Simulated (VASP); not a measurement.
Here is a VASP 6.6.1 calculation.

Contents of INCAR:

```
SYSTEM = In2S
PREC = Accurate
ENCUT = 520
EDIFF = 1E-6
ISMEAR = 0
SIGMA = 0.01
LREAL = .FALSE.
LASPH = .TRUE.
NELM = 80
ALGO = Normal
ISIF = 2
LWAVE = .FALSE.
LCHARG = .FALSE.
GGA = PS
NBANDS = 23
```

File KPOINTS:

```
Automatic mesh
0
G
  12 12 6
  0 0 0
```

The input POSCAR:

```
In2S
1.0
    3.8107445509      0.0000000000      0.0000000000
   -1.9053722755      3.3002015884      0.0000000000
    0.0000000000      0.0000000000      8.0809208011
In S
2 1
Direct
    0.3333333333      0.6666666667      0.7746291582
    0.3333333333      0.6666666667      0.2253708418
    0.0000000000      0.0000000000      0.0000000000
```

Potentials or basis: VASP PAW PBE potentials, release 64 (In_d, S).

Launch:

```sh
$ cat potpaw_PBE.64/In_d/POTCAR potpaw_PBE.64/S/POTCAR > POTCAR
$ mpirun -np 1 vasp_std > vasp.out
```

(1) What does it give for the largest force?

(2) Estimate the band gap on the k mesh.

(3) Estimate the pressure.

Answers

(1) 0.212 eV/Å.

(2) 0.13 eV (least direct gap 0.14 eV).

(3) -1.9 GPa.

Caveat: the PAW data sets were made with another functional, which shifts forces and pressure a little; spin-orbit coupling is left out, which moves the levels of the heavy elements.
